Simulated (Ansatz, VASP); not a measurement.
## CdF2 in VASP and in Ansatz

```
Cd F
1.0
     0.00000    2.70295    2.70295
     2.70295    0.00000    2.70295
     2.70295    2.70295    0.00000
Cd F
1 2
Direct
  0.00000 0.00000 0.00000
  0.25000 0.25000 0.25000
  0.75000 0.75000 0.75000
```

Change from the starting cell: volume scaled by 1.01, crystal datasets.

Alike in both runs: task electric field gradients; functional LDA; k mesh 8 × 8 × 8; occupations fermi-dirac, width 0.02 eV; no spin polarisation.

|  | VASP | Ansatz |
| --- | --- | --- |
| version | VASP 6.6.1 | Ansatz 0.2.0 |
| potentials or method | VASP PAW LDA potentials, release 64 (Cd, F), cutoff 520 eV | all-electron PAW with datasets made for the crystal, scalar-relativistic |

VASP gave:

| Item | Value |
| --- | --- |
| gap on the k mesh at the Fermi level (eV) | 2.76 |
| pressure (GPa) | -5.7 |

Problem. Which values does Ansatz return?

Solution. gap on the k mesh at the Fermi level (eV): 2.76; pressure (GPa): -6.6.

LDA's correlation is that of Perdew and Zunger in VASP and of Perdew and Wang (1992) in Ansatz. Ansatz ran all-electron here, and VASP with PAW potentials.
